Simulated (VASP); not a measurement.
**Al: single point with PBE**

Al, a slab with vacuum:

```
Al
1.0
     3.00287    0.00000    0.00000
    -1.50144    2.60056    0.00000
     0.00000    0.00000   28.72697
Al
4
Direct
  0.00000 0.00000 0.55034
  0.66667 0.33333 0.62625
  0.33333 0.66667 0.70182
  0.00000 0.00000 0.77910
```

* Program: VASP 6.6.1
* Task: single point
* Functional: PBE
* Potentials or basis: VASP PAW PBE potentials, release 64 (Al)
* Cutoff: 400 eV
* k mesh: 15 × 15 × 1
* Occupations: methfessel-paxton, width 0.1 eV
* Spin: no spin polarisation

| Property | Result |
| --- | --- |
| Largest force | 0.225 eV/Å |
| Band gap on the k mesh | zero (band 6 reaches 1.07 eV, above the bottom of band 7 at -1.24 eV) |

Forces on the atoms (eV/Å):
```
Al   0.000  0.000 -0.225
Al   0.000  0.000  0.043
Al   0.000  0.000  0.090
Al   0.000  0.000  0.091
```

Levels at points of the mesh, in eV from the Fermi level:
| k point | band 3 | band 4 | band 5 | band 6 | band 7 | band 8 | band 9 | band 10 |
| --- | --- | --- | --- | --- | --- | --- | --- | --- |
| (0.00, 0.00, 0.00) | -7.40 | -4.86 | -2.56 | 0.62 | 2.92 | 3.94 | 4.16 | 4.93 |

Wall time 93 s on 1 thread of Intel(R) Xeon(R) Platinum 8375C CPU @ 2.90GHz (Ice Lake), on a shared host, peak memory 0.27 GiB.
